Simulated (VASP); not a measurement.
# HfB2 (P6/mmm) in VASP: a series of runs

Runs on HfB2. Level: r2SCAN. Tasks: single point.

Program: VASP 6.6.1. These are calculated values, not measurements. Logs are shortened: lines on timing, memory, paths and dates and some standing lists are left out, and cuts for length are marked.

## (1) The cell of the first run

Symmetry: P6/mmm, No. 191, hexagonal system. The conventional cell has a = 3.119 Å, b = 3.119 Å, c = 3.457 Å, α = 90.00°, β = 90.00°, γ = 120.00°. Within 3.3 Å of Hf (site symmetry 6/mmm) lie 12 B at 2.50 Å and 6 Hf at 3.12 Å. B (site symmetry -6m2) has 3 B at 1.80 Å and 6 Hf at 2.50 Å within 2.5 Å.

## (2) Single point, r2SCAN (9.71 Å³/atom)

File POSCAR:

```
HfB2
1.0
    3.1189255395      0.0000000000      0.0000000000
   -1.5594627698      2.7010687497      0.0000000000
    0.0000000000      0.0000000000      3.4566435916
Hf B
1 2
Direct
    0.0000000000      0.0000000000      0.0000000000
    0.6666666667      0.3333333333      0.5000000000
    0.3333333333      0.6666666667      0.5000000000
```

File INCAR.step1:

```
SYSTEM = HfB2
PREC = Accurate
ENCUT = 550
ISMEAR = -1
SIGMA = 0.05
LREAL = .False.
LASPH = .True.
NELM = 120
NBANDS = 15
GGA = PE
ALGO = Normal
EDIFF = 1E-5
LWAVE = .True.
LCHARG = .False.
GGA_COMPAT = .False.
```

File INCAR.step2:

```
SYSTEM = HfB2
PREC = Accurate
ENCUT = 550
EDIFF = 1E-6
ISMEAR = -1
SIGMA = 0.05
LREAL = .False.
LASPH = .True.
NELM = 120
ALGO = Normal
ISIF = 2
LWAVE = .False.
LCHARG = .False.
METAGGA = R2SCAN
LMIXTAU = .True.
NBANDS = 15
ISTART = 1
GGA_COMPAT = .False.
```

File KPOINTS:

```
regular mesh
0
Gamma
  10 10 8
  0 0 0
```

Potentials or basis: VASP PAW PBE potentials, release 64 (Hf_pv, B).

Command:

```console
> cat potpaw_PBE.64/Hf_pv/POTCAR potpaw_PBE.64/B/POTCAR > POTCAR
> cp INCAR.step1 INCAR
> mpirun -np 1 vasp_std > vasp.out
> cp INCAR.step2 INCAR
> mpirun -np 1 vasp_std > vasp.out
```

OUTCAR:

```text
SYSTEM = HfB2
   PREC = Accurate
   ENCUT = 550
   EDIFF = 1E-6
   ISMEAR = -1
   LREAL = .False.
   LASPH = .True.
   NELM = 120
   ISIF = 2
   METAGGA = R2SCAN
   ISTART = 1

 ion  position               nearest neighbor table
   1  0.000  0.000  0.000-   2 2.50   3 2.50   2 2.50   3 2.50   2 2.50   2 2.50   3 2.50   3 2.50
                             2 2.50   2 2.50   3 2.50   3 2.50
   2  0.667  0.333  0.500-   3 1.80   3 1.80   3 1.80   1 2.50   1 2.50   1 2.50   1 2.50   1 2.50
                             1 2.50
   3  0.333  0.667  0.500-   2 1.80   2 1.80   2 1.80   1 2.50   1 2.50   1 2.50   1 2.50   1 2.50
                             1 2.50

  LATTYP: Found a hexagonal cell.
 ALAT       =     3.1189255395
 C/A-ratio  =     1.1082802548

  Lattice vectors:

 A1 = (   3.1189255395,   0.0000000000,   0.0000000000)
 A2 = (  -1.5594627698,   2.7010687497,   0.0000000000)
 A3 = (   0.0000000000,   0.0000000000,   3.4566435916)

Analysis of symmetry for initial positions (statically):
=====================================================================
 Subroutine PRICEL returns:
 Original cell was already a primitive cell.

 Routine SETGRP: Setting up the symmetry group for a
 hexagonal supercell.

 Subroutine GETGRP returns: Found 24 space group operations
 (whereof 24 operations were pure point group operations)
 out of a pool of 24 trial point group operations.

The static configuration has the point symmetry D_6h.

Analysis of symmetry for dynamics (positions and initial velocities):
=====================================================================
 Subroutine PRICEL returns:
 Original cell was already a primitive cell.

 Routine SETGRP: Setting up the symmetry group for a
 hexagonal supercell.

 Subroutine GETGRP returns: Found 24 space group operations
 (whereof 24 operations were pure point group operations)
 out of a pool of 24 trial point group operations.

The dynamic configuration has the point symmetry D_6h.

 Subroutine INISYM returns: Found 24 space group operations
 (whereof 24 operations are pure point group operations),
 and found     1 'primitive' translations

----------------------------------------------------------------------------------------

                                     Primitive cell

  volume of cell :      29.1203

  direct lattice vectors                    reciprocal lattice vectors
     3.118925540  0.000000000  0.000000000     0.320623236  0.185111912  0.000000000
    -1.559462770  2.701068750  0.000000000     0.000000000  0.370223823  0.000000000
     0.000000000  0.000000000  3.456643592     0.000000000  0.000000000  0.289297978

  length of vectors
     3.118925540  3.118925540  3.456643592     0.370223823  0.370223823  0.289297978

  position of ions in fractional coordinates (direct lattice)
     0.000000000  0.000000000  0.000000000
     0.666666667  0.333333333  0.500000000
     0.333333333  0.666666667  0.500000000

  ion indices of the primitive-cell ions
   primitive index   ion index
                 1           1
                 2           2
                 3           3

----------------------------------------------------------------------------------------

 KPOINTS: regular mesh

Automatic generation of k-mesh.
 Grid dimensions read from file:
 generate k-points for:   10   10    8

 Generating k-lattice:

  Cartesian coordinates                     Fractional coordinates (reciprocal lattice)
     0.032062324  0.018511191  0.000000000     0.100000000  0.000000000  0.000000000
     0.000000000  0.037022382  0.000000000     0.000000000  0.100000000  0.000000000
     0.000000000  0.000000000  0.036162247     0.000000000  0.000000000  0.125000000

  Length of vectors
     0.037022382  0.037022382  0.036162247

  Shift w.r.t. Gamma in fractional coordinates (k-lattice)
     0.000000000  0.000000000  0.000000000

 Subroutine IBZKPT returns following result:
 ===========================================

 Found     70 irreducible k-points:

 Following reciprocal coordinates:
            Coordinates               Weight
  0.000000  0.000000  0.000000      1.000000
  0.100000  0.000000  0.000000      6.000000
  0.200000  0.000000  0.000000      6.000000
  0.300000  0.000000  0.000000      6.000000
  0.400000  0.000000  0.000000      6.000000
  0.500000  0.000000  0.000000      3.000000
[... 16 lines left out ...]
  0.300000  0.100000  0.125000     24.000000
  0.400000  0.100000  0.125000     24.000000
 [... further k-points ...]
   k-points           NKPTS =     70   k-points in BZ     NKDIM =     70   number of bands    NBANDS=     15
   number of dos      NEDOS =    301   number of ions     NIONS =      3
   total plane-waves  NPLWV =  16128
   dimension x,y,z NGX =    24 NGY =   24 NGZ =   28
   dimension x,y,z NGXF=    48 NGYF=   48 NGZF=   56
   ions per type =               1   2
   NGX,Y,Z   is equivalent  to a cutoff of  12.79, 12.79, 13.47 a.u.
   NGXF,Y,Z  is equivalent  to a cutoff of  25.59, 25.59, 26.93 a.u.
 SYSTEM =  HfB2
   PREC   = accura    normal or accurate (medium, high low for compatibility)
   ISTART =      1    job   : 0-new  1-cont  2-samecut
   ICHARG =      0    charge: 1-file 2-atom 10-const
   ISPIN  =      1    spin polarized calculation?
   LNONCOLLINEAR =      F non collinear calculations
   LSORBIT =      F    spin-orbit coupling
   LASPH  =      T    aspherical Exc in radial PAW
   ENCUT  =  550.0 eV  40.42 Ry    6.36 a.u.   5.96  5.96  6.61*2*pi/ulx,y,z
   NELM   =    120;   NELMIN=  2; NELMDL=  0     # of ELM steps
   EDIFF  = 0.1E-05   stopping-criterion for ELM
   LREAL  =      F    real-space projection
   EDIFFG = 0.1E-04   stopping-criterion for IOM
   NSW    =      0    number of steps for IOM
   IBRION =     -1    ionic relax: 0-MD 1-quasi-New 2-CG
   NFREE  =      0    steps in history (QN), initial steepest desc. (CG)
   ISIF   =      2    stress and relaxation
   ISYM   =      2    0-nonsym 1-usesym 2-fastsym
   POTIM  = 0.5000    time-step for ionic-motion
   TEBEG  =    0.0;   TEEND  =   0.0 temperature during run
   PSTRESS=    0.0 pullay stress
   NELECT =      16.0000    total number of electrons
   NUPDOWN=      -1.0000    fix difference up-down
   EMIN   =  10.00;   EMAX   =-10.00  energy-range for DOS
   EFERMI =   0.00;   METHOD = LEGACY
   ISMEAR =    -1;   SIGMA  =   0.05  broadening in eV -4-tet -1-fermi 0-gaus
   EFERMI_NEDOS =   21; number of points for ismear=-14 and -15
   IALGO  =     38    algorithm
   IMIX   =      4    mixing-type and parameters
     AMIX     =   0.40;   BMIX     =  1.00
     AMIX_MAG =   1.60;   BMIX_MAG =  1.00
  volume/ion in A,a.u.               =       9.71        65.50
  Fermi-wavevector in a.u.,A,eV,Ry     =   1.340859  2.533856 24.461949  1.797903
  Thomas-Fermi vector in A             =   2.469138
   LORBIT       =      0    0 simple, 1 ext, 2 COOP (PROOUT), +10 PAW based schemes
   METAGGA = R2SCAN    functional components
   LHFCALC =     F    Hartree Fock is set to
   AEXX    =    0.0000 exact exchange contribution
   IVDW    =     0    specifies the selected vdW correction
   LEPSILON=     F    determine dielectric tensor
   LRPA    =     F    only Hartree local field effects (RPA)
 non-spin polarized calculation
  energy-cutoff  :      550.00
  volume of cell :       29.12
 maximum number of plane-waves:       872
 NGX is ok and might be reduce to    24
   NGX = 11   NGY = 11   NGZ = 13

 number of electron      15.9999999 magnetization

 Free energy of the ion-electron system (eV)
  ---------------------------------------------------
  ext. energy  EPLUGINS =         0.00000000
  ---------------------------------------------------
  free energy    TOTEN  =       -63.08232036 eV

  energy without entropy =      -63.07976042  energy(sigma->0) =      -63.08104039

 E-fermi :   7.7831     XC(G=0): -13.6565

 val. band max:        7.7250551868   @ k =   0.2000   0.2000   0.1250
 cond. band min:       8.0141847302   @ k =   0.1000   0.1000   0.2500
 fundamental gap:      0.2891295434
 Fermi energy:         7.7831181920

 k-point     1 :       0.0000    0.0000    0.0000
  band No.  band energies     occupation
      1     -23.9337      2.00000
      2     -23.4031      2.00000
      3     -23.4031      2.00000
      4      -6.9208      2.00000
      5       4.7127      2.00000
      6       4.7790      2.00000
      7       4.7790      2.00000
      8       4.8024      2.00000
      9      12.2116      0.00000
     10      12.2116      0.00000
     11      12.9269      0.00000
     12      12.9269      0.00000
     13      13.1258      0.00000
     14      13.1371      0.00000
     15      13.1371      0.00000

 k-point     2 :       0.1000    0.0000    0.0000
  band No.  band energies     occupation
      1     -23.9194      2.00000
      2     -23.4893      2.00000
      3     -23.4219      2.00000
      4      -6.6898      2.00000
      5       4.1187      2.00000
      6       4.6176      2.00000
      7       4.7568      2.00000
      8       4.9362      2.00000
      9      11.4048      0.00000
     10      12.0272      0.00000
     11      12.0492      0.00000
     12      12.4632      0.00000
     13      13.8985      0.00000
     14      14.2958      0.00000
     15      14.7193      0.00000

 k-point     3 :       0.2000    0.0000    0.0000
  band No.  band energies     occupation
      1     -23.8819      2.00000
      2     -23.7087      2.00000
      3     -23.4705      2.00000
      4      -6.0322      2.00000
      5       2.6633      2.00000
      6       4.2051      2.00000
      7       4.6473      2.00000
      8       5.3853      2.00000
      9      10.2167      0.00000
     10      11.6584      0.00000
     11      11.8620      0.00000
     12      12.3485      0.00000
     13      14.4277      0.00000
     14      15.5457      0.00000
     15      16.2671      0.00000
[... 343 lines left out ...]
 k-point    23 :       0.3000    0.1000    0.1250
  band No.  band energies     occupation
      1     -24.0673      2.00000
      2     -23.8486      2.00000
      3     -23.5961      2.00000
      4      -4.1528      2.00000
      5       0.1684      2.00000
      6       3.0662      2.00000
      7       3.7886      2.00000
      8       5.9761      2.00000
      9       9.0157      0.00000
     10      11.4372      0.00000
     11      12.4785      0.00000
     12      13.8475      0.00000
     13      15.8750      0.00000
     14      16.5157      0.00000
     15      19.4784      0.00000

 k-point    24 :       0.4000    0.1000    0.1250
  band No.  band energies     occupation
      1     -24.1951      2.00000
      2     -23.8209      2.00000
      3     -23.6384      2.00000
      4      -2.8627      2.00000
      5      -1.4054      2.00000
      6       2.8748      2.00000
      7       3.7994      2.00000
      8       5.4943      2.00000
      9       9.1015      0.00000
     10      12.2917      0.00000
     11      12.3665      0.00000
     12      14.5835      0.00000
     13      15.9155      0.00000
     14      16.9114      0.00000
     15      19.4573      0.00000

 [... further k-points ...]
[... 5 lines left out ...]
  --------------------------------------------------------------------------------------
  -------------------------------------------------------------------------------------
  Total        0.7197506      0.7197506      0.8355007     -0.0000000      0.0000000     -0.0000000
  in kB       39.6002016     39.6002016     45.9686926     -0.0000000      0.0000000     -0.0000000
  external PRESSURE =      41.7230319 kB  Pullay stress =       0.0000000 kB

 VOLUME and BASIS-vectors are now :
 -----------------------------------------------------------------------------
  energy-cutoff  :      550.00
  volume of cell :       29.12
      direct lattice vectors                 reciprocal lattice vectors
     3.118925540  0.000000000  0.000000000     0.320623236  0.185111912  0.000000000
    -1.559462770  2.701068750  0.000000000     0.000000000  0.370223823  0.000000000
     0.000000000  0.000000000  3.456643592     0.000000000  0.000000000  0.289297978

 POSITION                                       TOTAL-FORCE (eV/Angst)
 -----------------------------------------------------------------------------------
      0.00000      0.00000      0.00000         0.000000     -0.000000      0.000000
      1.55946      0.90036      1.72832        -0.000000      0.000000      0.000000
     -0.00000      1.80071      1.72832         0.000000     -0.000000      0.000000
 -----------------------------------------------------------------------------------
    total drift:                               -0.000000      0.000000     -0.000000

  FREE ENERGIE OF THE ION-ELECTRON SYSTEM (eV)
  ---------------------------------------------------
  free  energy   TOTEN  =       -63.0823203622 eV

  energy  without entropy=      -63.0797604222  energy(sigma->0) =      -63.08104039
```

Run time: 1.9 min. Hardware: 1 thread of Intel Xeon Platinum 8375C at 2.90GHz (Ice Lake), shared host; peak memory 0.17 GiB.

Results:

```yaml
Free_energy: -63.0823 eV
Pressure: 4.2 GPa
Band_gap_on_the_k_mesh: zero (bands 8 and 9 overlap by 0.89 eV)
```

Stress tensor (GPa, compression positive):
```
3.96 0.00 0.00
0.00 3.96 0.00
0.00 0.00 4.60
```

Caveat: the cell stands under pressure; the PAW data sets were made with another functional, which shifts forces and pressure a little; spin-orbit coupling is left out, which moves the levels of the heavy elements.

## (3) Single point, r2SCAN (9.90 Å³/atom)

This run uses another cell than the first one, of 9.90 Å³/atom.

File POSCAR:

```
HfB2
1.0
    3.1400000000      0.0000000000      0.0000000000
   -1.5700000000      2.7193197679      0.0000000000
    0.0000000000      0.0000000000      3.4800000000
Hf B
1 2
Direct
    0.0000000000      0.0000000000      0.0000000000
    0.6666666667      0.3333333333      0.5000000000
    0.3333333333      0.6666666667      0.5000000000
```

File INCAR.step1:

```
PREC = Accurate
ENCUT = 550
ISMEAR = -1
SIGMA = 0.05
LREAL = F
LASPH = T
NELM = 120
NBANDS = 15
GGA = PE
ALGO = Normal
EDIFF = 1E-5
LWAVE = T
LCHARG = F
GGA_COMPAT = F
```

File INCAR.step2:

```
PREC = Accurate
ENCUT = 550
EDIFF = 1E-6
ISMEAR = -1
SIGMA = 0.05
LREAL = F
LASPH = T
NELM = 120
ALGO = Normal
ISIF = 2
LWAVE = F
LCHARG = T
METAGGA = R2SCAN
LMIXTAU = T
LELF = T
LVHAR = T
NBANDS = 15
ISTART = 1
GGA_COMPAT = F
```

File KPOINTS:

```
Automatic mesh
0
Gamma
  10 10 8
```

Potentials or basis: VASP PAW PBE potentials, release 64 (Hf_pv, B).

Command:

```console
> cat potpaw_PBE.64/Hf_pv/POTCAR potpaw_PBE.64/B/POTCAR > POTCAR
> cp INCAR.step1 INCAR
> mpirun -np 1 vasp_std > vasp.out
> cp INCAR.step2 INCAR
> mpirun -np 1 vasp_std > vasp.out
```

Wall time 96 s (1 thread of Intel Xeon Platinum 8375C at 2.90GHz (Ice Lake), shared host); peak memory 0.17 GiB.

The run converged. Its results:

- Free energy: -63.0881 eV
- Pressure: -1.3 GPa
- Band gap on the k mesh: zero (bands 8 and 9 overlap by 0.87 eV)

Stress tensor (GPa, compression positive):
```
-1.70  0.00  0.00
 0.00 -1.70  0.00
 0.00  0.00 -0.46
```

Levels at points of the mesh, in eV from the Fermi level:
```csv
k point,band 5,band 6,band 7,band 8,band 9,band 10,band 11,band 12
"(0.00, 0.00, 0.00)",-3.03,-2.99,-2.97,-2.97,4.32,4.32,5.02,5.02
"(0.50, 0.00, 0.00)",-9.73,-4.28,-3.60,-2.90,2.25,2.95,5.94,6.04
"(0.00, 0.00, 0.50)",-8.77,-1.19,-1.19,0.43,0.43,1.16,1.16,2.49
"(0.50, 0.00, 0.50)",-8.02,-5.17,-4.89,-2.95,4.20,4.51,6.56,7.56
```

Caveat: the PAW data sets were made with another functional, which shifts forces and pressure a little; spin-orbit coupling is left out, which moves the levels of the heavy elements.

(Part 1 of 2 ends here.)
